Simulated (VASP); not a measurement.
Write the native input for VASP 6.6.1 that does the following.

```yaml
Task: density of states
Functional: LDA
Potentials_or_basis: VASP PAW LDA potentials, release 64 (P, B)
Cutoff: 520 eV
k_mesh: 6 × 6 × 6
Occupations: fermi-dirac, width 0.05 eV
Spin: no spin polarisation
Dipole_correction: no
k_mesh_for_the_DOS: 9 × 9 × 9
Occupations_for_the_DOS: tetrahedron
Further_INCAR_settings: ALGO = Normal; EDIFF = 1e-06; NBANDS = 11
```

Crystal: BP.

```
P B
1.0
     0.00000    2.26900    2.26900
     2.26900    0.00000    2.26900
     2.26900    2.26900    0.00000
P B
1 1
Direct
  0.75000 0.75000 0.75000
  0.00000 0.00000 0.00000
```

The input as run:

POSCAR

```
BP
1.0
    0.0000000000      2.2690000000      2.2690000000
    2.2690000000      0.0000000000      2.2690000000
    2.2690000000      2.2690000000      0.0000000000
P B
1 1
Direct
    0.7500000000      0.7500000000      0.7500000000
    0.0000000000      0.0000000000      0.0000000000
```

INCAR.step1

```
SYSTEM = BP
PREC     = Accurate       ! precision mode
ENCUT    = 520            ! plane-wave cutoff, eV
EDIFF    = 1E-6           ! SCF threshold, eV
ISMEAR   = -1             ! smearing method
SIGMA    = 0.05           ! smearing width, eV
LREAL    = .FALSE.        ! projectors in reciprocal space
LASPH    = .TRUE.         ! aspherical terms in the spheres
NELM     = 100            ! most SCF steps
ALGO     = Normal         ! electronic algorithm
ISIF     = 2              ! what is computed and relaxed
LWAVE    = .FALSE.        ! write WAVECAR
LCHARG   = .TRUE.         ! write CHGCAR
GGA      = CA             ! functional
NBANDS   = 11             ! bands
```

KPOINTS.step1

```
regular mesh
0
G
  6 6 6
  0 0 0
```

INCAR.step2

```
SYSTEM = BP
PREC     = Accurate       ! precision mode
ENCUT    = 520            ! plane-wave cutoff, eV
EDIFF    = 1E-6           ! SCF threshold, eV
ISMEAR   = -5             ! smearing method
SIGMA    = 0.05           ! smearing width, eV
LREAL    = .FALSE.        ! projectors in reciprocal space
LASPH    = .TRUE.         ! aspherical terms in the spheres
NELM     = 100            ! most SCF steps
ALGO     = Normal         ! electronic algorithm
ISIF     = 2              ! what is computed and relaxed
LWAVE    = .FALSE.        ! write WAVECAR
LCHARG   = .FALSE.        ! write CHGCAR
GGA      = CA             ! functional
LORBIT   = 11             ! projections on sites
NBANDS   = 11             ! bands
NEDOS    = 1001           ! points of the DOS
ICHARG   = 11             ! starting density
```

KPOINTS.step2

```
regular mesh
0
G
  9 9 9
  0 0 0
```

Potentials or basis: VASP PAW LDA potentials, release 64 (P, B).

The run is started by

```bash
$ cat potpaw_LDA.64/P/POTCAR potpaw_LDA.64/B/POTCAR > POTCAR
$ cp INCAR.step1 INCAR
$ cp KPOINTS.step1 KPOINTS
$ mpirun -np 1 vasp_std > vasp.out
$ cp INCAR.step2 INCAR
$ cp KPOINTS.step2 KPOINTS
$ mpirun -np 1 vasp_std > vasp.out
```

Results of the run:

* Valence electrons inside the program's atomic spheres: P 2.58; B 1.94

It used 4.8 s of CPU time on 1 thread of Intel Xeon 6975P-C, on a shared host.
